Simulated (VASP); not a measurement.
Input of a VASP 6.6.1 run:

Contents of INCAR:

```
  PREC = Accurate
  ENCUT = 600
  EDIFF = 1E-6
  ISMEAR = 0
  SIGMA = 0.1
  LREAL = False
  LASPH = True
  NELM = 100
  ALGO = Normal
  ISIF = 3
  LWAVE = False
  LCHARG = False
  GGA = PE
  IBRION = 2
  NSW = 90
  EDIFFG = -0.04
```

The input KPOINTS:

```
Automatic mesh
0
Gamma
  6 6 4
```

POSCAR

```
InGaTe3
1.0
    5.4805701700      0.0000000000      0.0000000000
   -2.7402850900      4.7463129900      0.0000000000
    0.0000000000      0.0000000000      5.8690463600
In Ga Te
1 1 3
Direct
    0.0000000000      0.0000000000      0.0000000000
    0.0000000000      0.0000000000      0.5000000000
    0.5000000000      0.0000000000      0.5000000000
    0.0000000000      0.5000000000      0.5000000000
    0.5000000000      0.5000000000      0.5000000000
```

Potentials or basis: VASP PAW PBE potentials, release 64 (In_d, Ga_d, Te).

The run is started by

```sh
$ cat potpaw_PBE.64/In_d/POTCAR potpaw_PBE.64/Ga_d/POTCAR potpaw_PBE.64/Te/POTCAR > POTCAR
$ mpirun -np 1 vasp_std > vasp.out
```

Question: Estimate the relaxed cell.

Answer: a = 6.330 Å, b = 6.330 Å, c = 5.490 Å, α = 90.00°, β = 90.00°, γ = 120.00°.

Question: Predict the space group after relaxing (to 0.1 Å).

Answer: P6/mmm (No. 191).

Question: Estimate the relaxed volume.

Answer: 38.10 Å³/atom.

Step by step:
| step | energy change (eV) | largest force (eV/Å) | pressure (GPa) | volume (Å³) |
| --- | --- | --- | --- | --- |
| 1 | 0.0000 | 0.0000 | 21.32 | 152.67 |
| 2 | -2.5867 | 0.0000 | -4.16 | 254.86 |
| 3 | -3.8737 | 0.0000 | -0.61 | 203.15 |
| 4 | -3.8736 | 0.0000 | -0.41 | 202.07 |
| 5 | -3.9007 | 0.0000 | -0.32 | 198.87 |
| 6 | -3.9317 | 0.0000 | -0.04 | 192.55 |
| 7 | -3.9333 | 0.0000 | 0.08 | 190.48 |

Caveat: the volume moved by over 15 % at a fixed basis, so the end points are rough.
